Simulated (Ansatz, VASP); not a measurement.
# Two plane-wave programs on BAs

INCAR

```
SYSTEM = BAs
PREC = Accurate ; ENCUT = 600
EDIFF = 1E-7 ; ISMEAR = -1
SIGMA = 0.05 ; LREAL = .False.
LASPH = .True. ; NELM = 100
ALGO = Normal ; ISIF = 3
LWAVE = .False. ; LCHARG = .False.
GGA = RP ; IBRION = 2
NSW = 60 ; EDIFFG = -0.01
```

Contents of KPOINTS:

```
Automatic mesh
0
Gamma
  12 8 6
  0 0 0
```

Contents of POSCAR:

```
BAs
1.0
    2.1275493300      0.0000000000      0.0000000000
    0.0000000000      3.1740629400      0.0000000000
    0.0000000000      0.0000000000      4.9509801800
B As
1 1
Direct
    0.0000000000      0.5000000000      0.0000000000
    0.5000000000      0.5000000000      0.5000000000
```

input.yaml

```yaml
crystal:
  lattice:
    - [2.12754933, 0.0, 0.0]
    - [0.0, 3.17406294, 0.0]
    - [0.0, 0.0, 4.95098018]
  atoms:
    - { symbol: B, position: [0.0, 0.5, 0.0] }
    - { symbol: As, position: [0.5, 0.5, 0.5] }
hamiltonian:
  xc: rpbe
  pseudopotentials: { kind: paw }
kpoints:
  mp_grid: { grid: [12, 8, 6] }
scf:
  occupations: { method: fermi_dirac, width: 0.05 }
output:
  forces: true
  stress: true
  eigenvalues: true
relax:
  f_tol: 0.01
  max_steps: 40
  cell: { stress_tol: 0.05 }
```

Alike in both runs: task relaxation of cell and atoms; functional RPBE; k mesh 12 × 8 × 6; occupations fermi-dirac, width 0.05 eV; no spin polarisation.

```csv
,VASP,Ansatz
version,VASP 6.6.1,Ansatz 0.2.0
potentials or method,"VASP PAW PBE potentials, release 64 (B, As)",Ansatz PAW
plane-wave cutoff (eV),600,420
valence electrons in the cell,8,18
```

Ansatz gave:

```
gap on the k mesh at the Fermi level, each at its own relaxed structure (eV) : none
relaxed volume (Å³/atom)                                                     : 13.22
relaxed cell length with the largest relative difference (Å)                 : 3.177
```

Task: Which values does VASP return?

Result: gap on the k mesh at the Fermi level, each at its own relaxed structure (eV): none; relaxed volume (Å³/atom): 13.24; relaxed cell length with the largest relative difference (Å): 3.180.

VASP's potentials were made for PBE, not for RPBE. A gap of «none» marks a metal or a gap that the smearing closes. VASP's potentials hold 8 valence electrons a cell and Ansatz's 18, so a difference there can come from the potentials and not from the codes.

Noted on VASP's run: the volume moved by over 15 % at a fixed basis, so the end points are rough. Noted on Ansatz's run: the volume moved by over 15 % at a fixed basis, so the end points are rough; the plane-wave basis is chosen anew once the cell has moved, so the energies of steps on either side of that aren't comparable.
